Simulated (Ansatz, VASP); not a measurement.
## One calculation of V, two programs

```
V
1.0
     0.00000    2.04133    2.04133
     2.04133    0.00000    2.04133
     2.04133    2.04133    0.00000
V
1
Direct
  0.00000 0.00000 0.00000
```

Alike in both runs: functional pbe exchange, pbesol correlation; k mesh 12 × 12 × 12; occupations fermi-dirac, width 0.05 eV; collinear spin.

|  | VASP | Ansatz |
| --- | --- | --- |
| version | VASP 6.6.1 | Ansatz 0.2.0 |
| potentials or method | VASP PAW PBE potentials, release 64 (V_sv), cutoff 500 eV | all-electron LAPW, scalar-relativistic |
| task | single point | density of states |

|  | VASP | Ansatz | Ansatz less VASP |
| --- | --- | --- | --- |
| gap on the k mesh at the Fermi level (eV) | none | none | - |
| pressure (GPa) | -23.3 | -23.3 | -0.03 |
| net moment per atom (μB) | 0.00 | 0.00 | 0.000 |

VASP's potentials were made for PBE, not for pbe exchange, pbesol correlation. A gap of «none» marks a metal or a gap that the smearing closes. Ansatz ran all-electron here, and VASP with PAW potentials.
